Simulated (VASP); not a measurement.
# NaF (I4/mmm) in VASP: further runs

The runs below take NaF through single point, with r2SCAN.

Everything below comes from runs of VASP 6.6.1. Logs are shortened: lines on timing, memory, paths and dates and some standing lists are left out, and cuts for length are marked.

## 1. The cell of the first run

Symmetry: I4/mmm, No. 139, tetragonal system. The conventional cell has a = 3.216 Å, b = 3.216 Å, c = 4.612 Å, α = 90.00°, β = 90.00°, γ = 90.00°. Na (site symmetry 4/mmm) has 6 F at 2.27 to 2.31 Å within 3.0 Å. Within 3.0 Å of F (site symmetry 4/mmm) lie 6 Na at 2.27 to 2.31 Å.

## 2. Single point, r2SCAN (film at in-plane strain -0.01)

POSCAR reads:

```
NaF
1.0
    2.2741008377      2.2741008377      0.0000000000
   -2.2741008377      2.2741008377      0.0000000000
    0.0000000000      2.2741008377      2.3060492409
Na F
1 1
Direct
    0.0000000000      0.0000000000      0.0000000000
    0.5000000000      0.5000000000      0.0000000000
```

INCAR.step1 reads:

```
SYSTEM = NaF
PREC = Accurate
ENCUT = 520
ISMEAR = 0
SIGMA = 0.01
LREAL = .FALSE.
LASPH = .TRUE.
NELM = 100
NBANDS = 14
GGA = PE
ALGO = Normal
EDIFF = 1E-4
LWAVE = .TRUE.
LCHARG = .FALSE.
```

INCAR.step2 reads:

```
SYSTEM = NaF
PREC = Accurate
ENCUT = 520
EDIFF = 1E-6
ISMEAR = 0
SIGMA = 0.01
LREAL = .FALSE.
LASPH = .TRUE.
NELM = 100
ALGO = Normal
ISIF = 2
LWAVE = .FALSE.
LCHARG = .TRUE.
METAGGA = R2SCAN
LMIXTAU = .TRUE.
LELF = .TRUE.
LVHAR = .TRUE.
NBANDS = 14
ISTART = 1
```

KPOINTS reads:

```
Automatic mesh
0
G
  8 8 8
  0 0 0
```

Potentials or basis: VASP PAW PBE potentials, release 64 (Na_pv, F).

On the command line:

```bash
cat potpaw_PBE.64/Na_pv/POTCAR potpaw_PBE.64/F/POTCAR > POTCAR
cp INCAR.step1 INCAR
mpirun -np 1 vasp_std > vasp.out
cp INCAR.step2 INCAR
mpirun -np 1 vasp_std > vasp.out
```

OUTCAR:

```text
SYSTEM = NaF
   PREC = Accurate
   ENCUT = 520
   EDIFF = 1E-6
   ISMEAR = 0
   LREAL = .FALSE.
   LASPH = .TRUE.
   NELM = 100
   ISIF = 2
   METAGGA = R2SCAN
   ISTART = 1

 ion  position               nearest neighbor table
   1  0.000  0.000  0.000-   2 2.27   2 2.27   2 2.27   2 2.27   2 2.31   2 2.31
   2  0.500  0.500  0.000-   1 2.27   1 2.27   1 2.27   1 2.27   1 2.31   1 2.31

  LATTYP: Found a body centered tetragonal cell.
 ALAT       =     3.2160642469
 C/A-ratio  =     1.4340815754

  Lattice vectors:

 A1 = (   2.2741008377,   0.0000000000,  -2.3060492409)
 A2 = (  -2.2741008377,   0.0000000000,  -2.3060492409)
 A3 = (   0.0000000000,   2.2741008377,   2.3060492409)

Analysis of symmetry for initial positions (statically):
=====================================================================
 Subroutine PRICEL returns:
 Original cell was already a primitive cell.

 Routine SETGRP: Setting up the symmetry group for a
 body centered tetragonal supercell.

 Subroutine GETGRP returns: Found 16 space group operations
 (whereof 16 operations were pure point group operations)
 out of a pool of 16 trial point group operations.

The static configuration has the point symmetry D_4h.

Analysis of symmetry for dynamics (positions and initial velocities):
=====================================================================
 Subroutine PRICEL returns:
 Original cell was already a primitive cell.

 Routine SETGRP: Setting up the symmetry group for a
 body centered tetragonal supercell.

 Subroutine GETGRP returns: Found 16 space group operations
 (whereof 16 operations were pure point group operations)
 out of a pool of 16 trial point group operations.

The dynamic configuration has the point symmetry D_4h.

 Subroutine INISYM returns: Found 16 space group operations
 (whereof 16 operations are pure point group operations),
 and found     1 'primitive' translations

----------------------------------------------------------------------------------------

                                     Primitive cell

  volume of cell :      23.8516

  direct lattice vectors                    reciprocal lattice vectors
     2.274100838  2.274100838  0.000000000     0.219867119  0.219867119 -0.216821042
    -2.274100838  2.274100838  0.000000000    -0.219867119  0.219867119 -0.216821042
     0.000000000  2.274100838  2.306049241     0.000000000  0.000000000  0.433642085

  length of vectors
     3.216064247  3.216064247  3.238733969     0.379070527  0.379070527  0.433642085

  position of ions in fractional coordinates (direct lattice)
     0.000000000  0.000000000  0.000000000
     0.500000000  0.500000000  0.000000000

  ion indices of the primitive-cell ions
   primitive index   ion index
                 1           1
                 2           2

----------------------------------------------------------------------------------------

 KPOINTS: Automatic mesh

Automatic generation of k-mesh.
 Grid dimensions read from file:
 generate k-points for:    8    8    8

 Generating k-lattice:

  Cartesian coordinates                     Fractional coordinates (reciprocal lattice)
     0.027483390  0.027483390 -0.027102630     0.125000000  0.000000000  0.000000000
    -0.027483390  0.027483390 -0.027102630     0.000000000  0.125000000  0.000000000
     0.000000000  0.000000000  0.054205261     0.000000000  0.000000000  0.125000000

  Length of vectors
     0.047383816  0.047383816  0.054205261

  Shift w.r.t. Gamma in fractional coordinates (k-lattice)
     0.000000000  0.000000000  0.000000000

 Subroutine IBZKPT returns following result:
 ===========================================

 Found     59 irreducible k-points:

 Following reciprocal coordinates:
            Coordinates               Weight
  0.000000  0.000000  0.000000      1.000000
  0.125000  0.000000  0.000000      8.000000
  0.250000  0.000000  0.000000      8.000000
  0.375000  0.000000  0.000000      8.000000
  0.500000  0.000000  0.000000      4.000000
  0.125000  0.125000  0.000000      8.000000
[... 16 lines left out ...]
  0.250000  0.000000  0.125000      4.000000
  0.375000  0.000000  0.125000      8.000000
 [... further k-points ...]
   k-points           NKPTS =     59   k-points in BZ     NKDIM =     59   number of bands    NBANDS=     14
   number of dos      NEDOS =    301   number of ions     NIONS =      2
   total plane-waves  NPLWV =  13824
   dimension x,y,z NGX =    24 NGY =   24 NGZ =   24
   dimension x,y,z NGXF=    48 NGYF=   48 NGZF=   48
   ions per type =               1   1
   NGX,Y,Z   is equivalent  to a cutoff of  12.41, 12.41, 12.32 a.u.
   NGXF,Y,Z  is equivalent  to a cutoff of  24.81, 24.81, 24.64 a.u.
 SYSTEM =  NaF
   PREC   = accura    normal or accurate (medium, high low for compatibility)
   ISTART =      1    job   : 0-new  1-cont  2-samecut
   ICHARG =      0    charge: 1-file 2-atom 10-const
   ISPIN  =      1    spin polarized calculation?
   LNONCOLLINEAR =      F non collinear calculations
   LSORBIT =      F    spin-orbit coupling
   LASPH  =      T    aspherical Exc in radial PAW
   ENCUT  =  520.0 eV  38.22 Ry    6.18 a.u.   5.98  5.98  6.02*2*pi/ulx,y,z
   NELM   =    100;   NELMIN=  2; NELMDL=  0     # of ELM steps
   EDIFF  = 0.1E-05   stopping-criterion for ELM
   LREAL  =      F    real-space projection
   EDIFFG = 0.1E-04   stopping-criterion for IOM
   NSW    =      0    number of steps for IOM
   IBRION =     -1    ionic relax: 0-MD 1-quasi-New 2-CG
   NFREE  =      0    steps in history (QN), initial steepest desc. (CG)
   ISIF   =      2    stress and relaxation
   ISYM   =      2    0-nonsym 1-usesym 2-fastsym
   POTIM  = 0.5000    time-step for ionic-motion
   TEBEG  =    0.0;   TEEND  =   0.0 temperature during run
   PSTRESS=    0.0 pullay stress
   NELECT =      14.0000    total number of electrons
   NUPDOWN=      -1.0000    fix difference up-down
   EMIN   =  10.00;   EMAX   =-10.00  energy-range for DOS
   EFERMI =   0.00;   METHOD = LEGACY
   ISMEAR =     0;   SIGMA  =   0.01  broadening in eV -4-tet -1-fermi 0-gaus
   EFERMI_NEDOS =   21; number of points for ismear=-14 and -15
   IALGO  =     38    algorithm
   IMIX   =      4    mixing-type and parameters
     AMIX     =   0.40;   BMIX     =  1.00
     AMIX_MAG =   1.60;   BMIX_MAG =  1.00
  volume/ion in A,a.u.               =      11.93        80.48
  Fermi-wavevector in a.u.,A,eV,Ry     =   1.370708  2.590262 25.563163  1.878839
  Thomas-Fermi vector in A             =   2.496470
   LORBIT       =      0    0 simple, 1 ext, 2 COOP (PROOUT), +10 PAW based schemes
   METAGGA = R2SCAN    functional components
   LHFCALC =     F    Hartree Fock is set to
   AEXX    =    0.0000 exact exchange contribution
   IVDW    =     0    specifies the selected vdW correction
   LEPSILON=     F    determine dielectric tensor
   LRPA    =     F    only Hartree local field effects (RPA)
 non-spin polarized calculation
 Gauss-broadening in eV      SIGMA  =   0.01
  energy-cutoff  :      520.00
  volume of cell :       23.85
 maximum number of plane-waves:       652
   NGX = 11   NGY = 11   NGZ = 13

 number of electron      13.9999997 magnetization

 Free energy of the ion-electron system (eV)
  ---------------------------------------------------
  ext. energy  EPLUGINS =         0.00000000
  ---------------------------------------------------
  free energy    TOTEN  =       -12.60262168 eV

  energy without entropy =      -12.60262168  energy(sigma->0) =      -12.60262168

 E-fermi :  -2.4836     XC(G=0):  -9.9985

 val. band max:       -2.5416370708   @ k =   0.0000   0.0000   0.0000
 cond. band min:       4.8748424426   @ k =   0.0000   0.0000   0.0000
 fundamental gap:      7.4164795134
 Fermi energy:        -2.4836322666

 k-point     1 :       0.0000    0.0000    0.0000
  band No.  band energies     occupation
      1     -22.9101      2.00000
      2     -21.9175      2.00000
      3     -21.9136      2.00000
      4     -21.9135      2.00000
      5      -2.5440      2.00000
      6      -2.5417      2.00000
      7      -2.5416      2.00000
      8       4.8748      0.00000
      9      17.4836      0.00000
     10      17.5831      0.00000
     11      17.5837      0.00000
     12      20.3052      0.00000
     13      22.7433      0.00000
     14      23.1632      0.00000

 k-point     2 :       0.1250    0.0000    0.0000
  band No.  band energies     occupation
      1     -22.9876      2.00000
      2     -21.9185      2.00000
      3     -21.9150      2.00000
      4     -21.8159      2.00000
      5      -2.8395      2.00000
      6      -2.5872      2.00000
      7      -2.5839      2.00000
      8       5.4319      0.00000
      9      15.7545      0.00000
     10      17.7984      0.00000
     11      17.8759      0.00000
     12      22.3282      0.00000
     13      22.4846      0.00000
     14      22.7189      0.00000

 k-point     3 :       0.2500    0.0000    0.0000
  band No.  band energies     occupation
      1     -23.1341      2.00000
      2     -21.9236      2.00000
      3     -21.9186      2.00000
      4     -21.6169      2.00000
      5      -3.4579      2.00000
      6      -2.6917      2.00000
      7      -2.6846      2.00000
      8       6.7874      0.00000
      9      13.6971      0.00000
     10      18.4775      0.00000
     11      18.6009      0.00000
     12      21.7518      0.00000
     13      22.0742      0.00000
     14      23.7790      0.00000
[... 324 lines left out ...]
 k-point    23 :       0.2500    0.0000    0.1250
  band No.  band energies     occupation
      1     -23.0759      2.00000
      2     -21.9345      2.00000
      3     -21.9130      2.00000
      4     -21.6886      2.00000
      5      -3.1895      2.00000
      6      -2.6947      2.00000
      7      -2.6381      2.00000
      8       6.2497      0.00000
      9      14.4443      0.00000
     10      17.7618      0.00000
     11      18.5007      0.00000
     12      21.5986      0.00000
     13      22.4303      0.00000
     14      24.3249      0.00000

 k-point    24 :       0.3750    0.0000    0.1250
  band No.  band energies     occupation
      1     -23.1735      2.00000
      2     -21.9484      2.00000
      3     -21.9166      2.00000
      4     -21.5371      2.00000
      5      -3.6720      2.00000
      6      -2.8521      2.00000
      7      -2.7368      2.00000
      8       7.6863      0.00000
      9      12.9740      0.00000
     10      17.6798      0.00000
     11      19.5377      0.00000
     12      20.9030      0.00000
     13      21.8754      0.00000
     14      25.0410      0.00000

 [... further k-points ...]
[... 5 lines left out ...]
  --------------------------------------------------------------------------------------
  -------------------------------------------------------------------------------------
  Total        0.0978864      0.0978864     -0.1235517      0.0000000      0.0000000      0.0000000
  in kB        6.5752931      6.5752931     -8.2992939      0.0000000      0.0000000      0.0000000
  external PRESSURE =       1.6170974 kB  Pullay stress =       0.0000000 kB

 VOLUME and BASIS-vectors are now :
 -----------------------------------------------------------------------------
  energy-cutoff  :      520.00
  volume of cell :       23.85
      direct lattice vectors                 reciprocal lattice vectors
     2.274100838  2.274100838  0.000000000     0.219867119  0.219867119 -0.216821042
    -2.274100838  2.274100838  0.000000000    -0.219867119  0.219867119 -0.216821042
     0.000000000  2.274100838  2.306049241     0.000000000  0.000000000  0.433642085

 POSITION                                       TOTAL-FORCE (eV/Angst)
 -----------------------------------------------------------------------------------
      0.00000      0.00000      0.00000         0.000000     -0.000000      0.000000
      0.00000      2.27410      0.00000        -0.000000      0.000000      0.000000
 -----------------------------------------------------------------------------------
    total drift:                                0.000000     -0.000000     -0.000000

  FREE ENERGIE OF THE ION-ELECTRON SYSTEM (eV)
  ---------------------------------------------------
  free  energy   TOTEN  =       -12.6026216794 eV

  energy  without entropy=      -12.6026216794  energy(sigma->0) =      -12.60262168
```

Run time: 64 s. Hardware: 1 thread of AMD EPYC 7R43 (Zen 3), shared host; peak memory 0.11 GiB.

Results:

| Property | Result |
| --- | --- |
| Free energy | -12.6026 eV |
| Pressure | 0.2 GPa |
| Band gap on the k mesh | 7.42 eV |

Levels at points of the mesh, in eV from the valence-band top:
| k point | band 4 | band 5 | band 6 | band 7 | band 8 | band 9 | band 10 | band 11 |
| --- | --- | --- | --- | --- | --- | --- | --- | --- |
| (0.00, 0.00, 0.00) | -19.37 | 0.00 | 0.00 | 0.00 | 7.42 | 20.03 | 20.12 | 20.13 |
| (0.50, 0.00, 0.00) | -18.84 | -1.64 | -0.29 | -0.28 | 11.90 | 13.79 | 21.75 | 22.03 |
| (0.50, 0.50, 0.00) | -19.43 | -1.32 | -0.44 | -0.42 | 14.02 | 14.50 | 15.30 | 21.56 |
| (0.00, 0.00, 0.50) | -19.43 | -1.35 | -0.41 | -0.41 | 14.16 | 14.31 | 15.25 | 21.80 |

Caveat: the cell differs from its parent crystal (film at in-plane strain -0.01); the PAW data sets were made with another functional, which shifts forces and pressure a little.

## 3. Single point, r2SCAN (in-plane strain -0.005, then relaxed in part)

POSCAR reads:

```
NaF
1.0
    2.2855861955      2.2855861955      0.0000000000
   -2.2855861955      2.2855861955      0.0000000000
    0.0000000000      2.2855861955      2.3016524475
Na F
1 1
Direct
    0.0000000000      0.0000000000      0.0000000000
    0.5000000000      0.5000000000      0.0000000000
```

INCAR.step1 reads:

```
SYSTEM = NaF
  ALGO = Normal
  EDIFF = 1E-4
  ENCUT = 520
  GGA = PE
  ISMEAR = 0
  LASPH = .True.
  LCHARG = .False.
  LREAL = .False.
  LWAVE = .True.
  NBANDS = 14
  NELM = 100
  PREC = Accurate
  SIGMA = 0.01
```

INCAR.step2 reads:

```
SYSTEM = NaF
  ALGO = Normal
  EDIFF = 1E-6
  ENCUT = 520
  ISIF = 2
  ISMEAR = 0
  ISTART = 1
  LASPH = .True.
  LCHARG = .False.
  LMIXTAU = .True.
  LREAL = .False.
  LWAVE = .False.
  METAGGA = R2SCAN
  NBANDS = 14
  NELM = 100
  PREC = Accurate
  SIGMA = 0.01
```

KPOINTS reads:

```
k-points
0
Gamma
  8 8 8
  0 0 0
```

Potentials or basis: VASP PAW PBE potentials, release 64 (Na_pv, F).

On the command line:

```bash
cat potpaw_PBE.64/Na_pv/POTCAR potpaw_PBE.64/F/POTCAR > POTCAR
cp INCAR.step1 INCAR
mpirun -np 1 vasp_std > vasp.out
cp INCAR.step2 INCAR
mpirun -np 1 vasp_std > vasp.out
```

Wall time 67 s (1 thread of AMD EPYC 7R43 (Zen 3), shared host); peak memory 0.11 GiB.

The run converged. Its results:

```
Free energy            : -12.6034 eV
Pressure               : -0.4 GPa
Band gap on the k mesh : 7.37 eV
```

Stress tensor (GPa, compression positive):
```
-0.19  0.00  0.00
 0.00 -0.19  0.00
 0.00  0.00 -0.90
```

Levels at points of the mesh, in eV from the valence-band top:
```tsv
k point	band 4	band 5	band 6	band 7	band 8	band 9	band 10	band 11
(0.00, 0.00, 0.00)	-19.40	0.00	0.00	0.00	7.37	20.00	20.05	20.05
(0.50, 0.00, 0.00)	-18.87	-1.63	-0.29	-0.28	11.85	13.71	21.73	21.87
(0.50, 0.50, 0.00)	-19.45	-1.31	-0.43	-0.42	14.01	14.39	15.20	21.51
(0.00, 0.00, 0.50)	-19.45	-1.32	-0.41	-0.41	14.09	14.30	15.18	21.63
```

Caveat: the cell differs from its parent crystal (in-plane strain -0.005, then relaxed in part); the PAW data sets were made with another functional, which shifts forces and pressure a little.

[end of part 1 of 2]
